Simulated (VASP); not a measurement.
# Li3IrF6 (Fm-3m) in VASP: single point with RPBE+D4

Aim: the single point of Li3IrF6 with RPBE+D4.

All numbers are computed with VASP 6.6.1; they aren't measurements. Logs are shortened: lines on timing, memory, paths and dates and some standing lists are left out, and cuts for length are marked.

## Step 1: The cell of the first run

Symmetry: Fm-3m, No. 225, cubic system. Conventional cell: a = 7.928 Å, b = 7.928 Å, c = 7.928 Å, α = 90.00°, β = 90.00°, γ = 90.00°. Within 3.7 Å of Li (site symmetry -43m) lie 12 F at 2.80 Å and 4 Li at 3.43 Å and 4 Ir at 3.43 Å. Li (site symmetry m-3m) has 6 F at 1.95 Å within 2.6 Å. Ir (site symmetry m-3m) has 6 F at 2.01 Å within 2.7 Å. Within 2.6 Å of F (site symmetry 4mm) lie 1 Li at 1.95 Å and 1 Ir at 2.01 Å.

## Step 2: Single point, RPBE+D4

POSCAR

```
Li3IrF6
1.0
    0.0000000000      3.9639270000      3.9639270000
    3.9639270000      0.0000000000      3.9639270000
    3.9639270000      3.9639270000      0.0000000000
Li Ir F
3 1 6
Direct
    0.7500000000      0.7500000000      0.7500000000
    0.2500000000      0.2500000000      0.2500000000
    0.5000000000      0.5000000000      0.5000000000
    0.0000000000      0.0000000000      0.0000000000
    0.7460960000      0.2539040000      0.2539040000
    0.2539040000      0.2539040000      0.7460960000
    0.2539040000      0.7460960000      0.7460960000
    0.2539040000      0.7460960000      0.2539040000
    0.7460960000      0.2539040000      0.7460960000
    0.7460960000      0.7460960000      0.2539040000
```

INCAR.step1

```
SYSTEM = Li3IrF6
PREC = Accurate ; ENCUT = 650
EDIFF = 1E-6 ; ISMEAR = -1
SIGMA = 0.01 ; LREAL = .FALSE.
LASPH = .TRUE. ; NELM = 120
ALGO = Normal ; ISIF = 2
LWAVE = .FALSE. ; LCHARG = .TRUE.
LMAXMIX = 4 ; GGA = RP
IVDW = 13 ; NBANDS = 45
GGA_COMPAT = .FALSE. ; NEDOS = 2001
LORBIT = 11
```

KPOINTS.step1

```
Automatic mesh
0
G
  5 5 5
  0 0 0
```

INCAR.step2

```
SYSTEM = Li3IrF6
PREC = Accurate ; ENCUT = 650
EDIFF = 1E-6 ; ISMEAR = -5
SIGMA = 0.01 ; LREAL = .FALSE.
LASPH = .TRUE. ; NELM = 120
ALGO = Normal ; ISIF = 2
LWAVE = .FALSE. ; LCHARG = .FALSE.
LMAXMIX = 4 ; GGA = RP
IVDW = 13 ; LORBIT = 11
NEDOS = 1001 ; ICHARG = 11
GGA_COMPAT = .FALSE.
```

KPOINTS.step2

```
Automatic mesh
0
G
  8 8 8
  0 0 0
```

Potentials or basis: VASP PAW PBE potentials, release 64 (Li_sv, Ir_sv_GW, F).

Run with:

```sh
cat potpaw_PBE.64/Li_sv/POTCAR potpaw_PBE.64/Ir_sv_GW/POTCAR potpaw_PBE.64/F/POTCAR > POTCAR
cp INCAR.step1 INCAR
cp KPOINTS.step1 KPOINTS
mpirun -np 1 vasp_std > vasp.out
cp INCAR.step2 INCAR
cp KPOINTS.step2 KPOINTS
mpirun -np 1 vasp_std > vasp.out
```

OUTCAR:

```text
SYSTEM = Li3IrF6
   PREC = Accurate
   ENCUT = 650
   EDIFF = 1E-6
   ISMEAR = -5
   LREAL = .FALSE.
   LASPH = .TRUE.
   NELM = 120
   ISIF = 2
   GGA = RP
   IVDW = 13
   LORBIT = 11
   ICHARG = 11

 ion  position               nearest neighbor table
   1  0.750  0.750  0.750-
   2  0.250  0.250  0.250-
   3  0.500  0.500  0.500-   5 1.95   6 1.95   7 1.95   8 1.95   9 1.95  10 1.95
   4  0.000  0.000  0.000-   5 2.01   6 2.01   7 2.01   8 2.01   9 2.01  10 2.01
   5  0.746  0.254  0.254-   3 1.95   4 2.01
   6  0.254  0.254  0.746-   3 1.95   4 2.01
   7  0.254  0.746  0.746-   3 1.95   4 2.01
   8  0.254  0.746  0.254-   3 1.95   4 2.01
   9  0.746  0.254  0.746-   3 1.95   4 2.01
  10  0.746  0.746  0.254-   3 1.95   4 2.01

  LATTYP: Found a face centered cubic cell.
 ALAT       =     7.9278540000

  Lattice vectors:

 A1 = (   0.0000000000,   3.9639270000,   3.9639270000)
 A2 = (   3.9639270000,   0.0000000000,   3.9639270000)
 A3 = (   3.9639270000,   3.9639270000,   0.0000000000)

Analysis of symmetry for initial positions (statically):
=====================================================================
 Subroutine PRICEL returns:
 Original cell was already a primitive cell.

 Routine SETGRP: Setting up the symmetry group for a
 face centered cubic supercell.

 Subroutine GETGRP returns: Found 48 space group operations
 (whereof 48 operations were pure point group operations)
 out of a pool of 48 trial point group operations.

The static configuration has the point symmetry O_h .

Analysis of symmetry for dynamics (positions and initial velocities):
=====================================================================
 Subroutine PRICEL returns:
 Original cell was already a primitive cell.

 Routine SETGRP: Setting up the symmetry group for a
 face centered cubic supercell.

 Subroutine GETGRP returns: Found 48 space group operations
 (whereof 48 operations were pure point group operations)
 out of a pool of 48 trial point group operations.

The dynamic configuration has the point symmetry O_h .

 Subroutine INISYM returns: Found 48 space group operations
 (whereof 48 operations are pure point group operations),
 and found     1 'primitive' translations

----------------------------------------------------------------------------------------

                                     Primitive cell

  volume of cell :     124.5681

  direct lattice vectors                    reciprocal lattice vectors
     0.000000000  3.963927000  3.963927000    -0.126137540  0.126137540  0.126137540
     3.963927000  0.000000000  3.963927000     0.126137540 -0.126137540  0.126137540
     3.963927000  3.963927000  0.000000000     0.126137540  0.126137540 -0.126137540

  length of vectors
     5.605839324  5.605839324  5.605839324     0.218476628  0.218476628  0.218476628

  position of ions in fractional coordinates (direct lattice)
     0.750000000  0.750000000  0.750000000
     0.250000000  0.250000000  0.250000000
     0.500000000  0.500000000  0.500000000
     0.000000000  0.000000000  0.000000000
     0.746096000  0.253904000  0.253904000
     0.253904000  0.253904000  0.746096000
     0.253904000  0.746096000  0.746096000
     0.253904000  0.746096000  0.253904000
     0.746096000  0.253904000  0.746096000
     0.746096000  0.746096000  0.253904000

  ion indices of the primitive-cell ions
   primitive index   ion index
                 1           1
                 2           2
                 3           3
                 4           4
                 5           5
                 6           6
                 7           7
                 8           8
                 9           9
                10          10

----------------------------------------------------------------------------------------

 KPOINTS: Automatic mesh

Automatic generation of k-mesh.
 Grid dimensions read from file:
 generate k-points for:    8    8    8

 Generating k-lattice:

  Cartesian coordinates                     Fractional coordinates (reciprocal lattice)
    -0.015767192  0.015767192  0.015767192     0.125000000  0.000000000  0.000000000
     0.015767192 -0.015767192  0.015767192     0.000000000  0.125000000  0.000000000
     0.015767192  0.015767192 -0.015767192     0.000000000  0.000000000  0.125000000

  Length of vectors
     0.027309578  0.027309578  0.027309578

  Shift w.r.t. Gamma in fractional coordinates (k-lattice)
     0.000000000  0.000000000  0.000000000

 TETIRR: Found     76 inequivalent tetrahedra from     3072

 Subroutine IBZKPT returns following result:
 ===========================================

 Found     29 irreducible k-points:

 Following reciprocal coordinates:
            Coordinates               Weight
  0.000000  0.000000  0.000000      1.000000
  0.125000  0.000000  0.000000      8.000000
  0.250000  0.000000  0.000000      8.000000
  0.375000  0.000000  0.000000      8.000000
  0.500000  0.000000  0.000000      4.000000
  0.125000  0.125000  0.000000      6.000000
[... 16 lines left out ...]
  0.500000  0.250000  0.125000     48.000000
 -0.375000  0.250000  0.125000     24.000000
 [... further k-points ...]
   k-points           NKPTS =     29   k-points in BZ     NKDIM =     29   number of bands    NBANDS=     40
   number of dos      NEDOS =   1001   number of ions     NIONS =     10
   total plane-waves  NPLWV = 110592
   dimension x,y,z NGX =    48 NGY =   48 NGZ =   48
   dimension x,y,z NGXF=    96 NGYF=   96 NGZF=   96
   ions per type =               3   1   6
   NGX,Y,Z   is equivalent  to a cutoff of  14.23, 14.23, 14.23 a.u.
   NGXF,Y,Z  is equivalent  to a cutoff of  28.47, 28.47, 28.47 a.u.
 SYSTEM =  Li3IrF6
   PREC   = accura    normal or accurate (medium, high low for compatibility)
   ISTART =      0    job   : 0-new  1-cont  2-samecut
   ICHARG =     11    charge: 1-file 2-atom 10-const
   ISPIN  =      1    spin polarized calculation?
   LNONCOLLINEAR =      F non collinear calculations
   LSORBIT =      F    spin-orbit coupling
   LASPH  =      T    aspherical Exc in radial PAW
   ENCUT  =  650.0 eV  47.77 Ry    6.91 a.u.  11.65 11.65 11.65*2*pi/ulx,y,z
   NELM   =    120;   NELMIN=  2; NELMDL=  0     # of ELM steps
   EDIFF  = 0.1E-05   stopping-criterion for ELM
   LREAL  =      F    real-space projection
   EDIFFG = 0.1E-04   stopping-criterion for IOM
   NSW    =      0    number of steps for IOM
   IBRION =     -1    ionic relax: 0-MD 1-quasi-New 2-CG
   NFREE  =      0    steps in history (QN), initial steepest desc. (CG)
   ISIF   =      2    stress and relaxation
   ISYM   =      2    0-nonsym 1-usesym 2-fastsym
   POTIM  = 0.5000    time-step for ionic-motion
   TEBEG  =    0.0;   TEEND  =   0.0 temperature during run
   PSTRESS=    0.0 pullay stress
   NELECT =      68.0000    total number of electrons
   NUPDOWN=      -1.0000    fix difference up-down
   EMIN   =  10.00;   EMAX   =-10.00  energy-range for DOS
   EFERMI =   0.00;   METHOD = LEGACY
   ISMEAR =    -5;   SIGMA  =   0.01  broadening in eV -4-tet -1-fermi 0-gaus
   EFERMI_NEDOS =   21; number of points for ismear=-14 and -15
   IALGO  =     38    algorithm
   IMIX   =      4    mixing-type and parameters
     AMIX     =   0.40;   BMIX     =  1.00
     AMIX_MAG =   1.60;   BMIX_MAG =  1.00
  volume/ion in A,a.u.               =      12.46        84.06
  Fermi-wavevector in a.u.,A,eV,Ry     =   1.337957  2.528372 24.356183  1.790129
  Thomas-Fermi vector in A             =   2.466465
   LORBIT       =     11    0 simple, 1 ext, 2 COOP (PROOUT), +10 PAW based schemes
   GGA     = RP    functional components
   LHFCALC =     F    Hartree Fock is set to
   AEXX    =    0.0000 exact exchange contribution
   IVDW    =    13    specifies the selected vdW correction
   LEPSILON=     F    determine dielectric tensor
   LRPA    =     F    only Hartree local field effects (RPA)
 non-spin polarized calculation
 Fermi weights with tetrahedron method with Bloechl corrections
  energy-cutoff  :      650.00
  volume of cell :      124.57
 maximum number of plane-waves:      4720

 number of electron      67.9999997 magnetization

 Free energy of the ion-electron system (eV)
  ---------------------------------------------------
  ext. energy  EPLUGINS =         0.00000000
  ---------------------------------------------------
  free energy    TOTEN  =       -44.53063352 eV

  energy without entropy =      -44.53063352  energy(sigma->0) =      -44.53063352

 E-fermi :   2.1277     XC(G=0):  -8.6277

 val. band max:        2.1028636260   @ k =   0.5000   0.5000   0.0000
 cond. band min:       4.4425397053   @ k =   0.5000   0.5000   0.0000
 fundamental gap:      2.3396760793
 Fermi energy:         2.1277073535

 k-point     1 :       0.0000    0.0000    0.0000
  band No.  band energies     occupation
      1     -89.9184      2.00000
      2     -46.7875      2.00000
      3     -46.7875      2.00000
      4     -46.7875      2.00000
      5     -45.6247      2.00000
      6     -45.6242      2.00000
[... 32 lines left out ...]
     39      10.1698      0.00000
[... 988 lines left out ...]
     39       8.6742      0.00000
     40       8.9198      0.00000

 [... further k-points ...]

------------------------ aborting loop because EDIFF is reached ----------------------------------------

  DFT-D4 for vdW energy calculation

  Edisp (eV):   -2.08312

  FORCE on cell =-STRESS in cart. coord.  units (eV):
  Direction    XX          YY          ZZ          XY          YZ          ZX
  --------------------------------------------------------------------------------------
  -------------------------------------------------------------------------------------
  Total      -0.63642    -0.63642    -0.63642     0.00000    -0.00000     0.00000
  in kB      -8.18549    -8.18549    -8.18549     0.00000    -0.00000     0.00000
  external pressure =       -8.19 kB  Pullay stress =        0.00 kB

 VOLUME and BASIS-vectors are now :
 -----------------------------------------------------------------------------
  energy-cutoff  :      650.00
  volume of cell :      124.57
      direct lattice vectors                 reciprocal lattice vectors
     0.000000000  3.963927000  3.963927000    -0.126137540  0.126137540  0.126137540
     3.963927000  0.000000000  3.963927000     0.126137540 -0.126137540  0.126137540
     3.963927000  3.963927000  0.000000000     0.126137540  0.126137540 -0.126137540

 POSITION                                       TOTAL-FORCE (eV/Angst)
 -----------------------------------------------------------------------------------
      5.94589      5.94589      5.94589        -0.000000     -0.000000      0.000000
      1.98196      1.98196      1.98196        -0.000000     -0.000000     -0.000000
      3.96393      3.96393      3.96393         0.000000     -0.000000     -0.000000
      0.00000      0.00000      0.00000         0.000000     -0.000000     -0.000000
      2.01291      3.96393      3.96393         0.041891     -0.000000      0.000000
      3.96393      3.96393      2.01291         0.000000     -0.000000      0.041891
      5.91494      3.96393      3.96393        -0.041891     -0.000000      0.000000
      3.96393      2.01291      3.96393         0.000000      0.041891      0.000000
      3.96393      5.91494      3.96393         0.000000     -0.041891      0.000000
      3.96393      3.96393      5.91494         0.000000     -0.000000     -0.041891
 -----------------------------------------------------------------------------------
    total drift:                               -0.000000     -0.000000      0.000000

  FREE ENERGIE OF THE ION-ELECTRON SYSTEM (eV)
  ---------------------------------------------------
  free  energy   TOTEN  =       -46.6137486356 eV

  energy  without entropy=      -46.6137486356  energy(sigma->0) =      -46.61374864

 total charge

# of ion       s       p       d       f       tot
--------------------------------------------------
    1        1.986   0.006   0.000   0.000   1.992
    2        1.986   0.006   0.000   0.000   1.992
    3        2.013   0.032   0.000   0.000   2.045
    4        3.081   6.078   6.329   0.044  15.533
    5        1.734   4.366   0.000   0.000   6.099
    6        1.734   4.366   0.000   0.000   6.099
    7        1.734   4.366   0.000   0.000   6.099
    8        1.734   4.366   0.000   0.000   6.099
    9        1.734   4.366   0.000   0.000   6.099
   10        1.734   4.366   0.000   0.000   6.099
--------------------------------------------------
tot         19.467  32.316   6.329   0.044  58.157
```

It took 4.9 min on 1 thread of AMD EPYC 7R43 (Zen 3), shared host; peak memory 0.37 GiB.

Results:

- Valence electrons inside the program's atomic spheres: Li 1.99, 2.04 (each value once); Ir 15.53; F 6.10
- Dispersion energy per atom: -0.208 eV

Caveat: the PAW data sets were made with another functional, which shifts forces and pressure a little; spin-orbit coupling is left out, which moves the levels of the heavy elements.
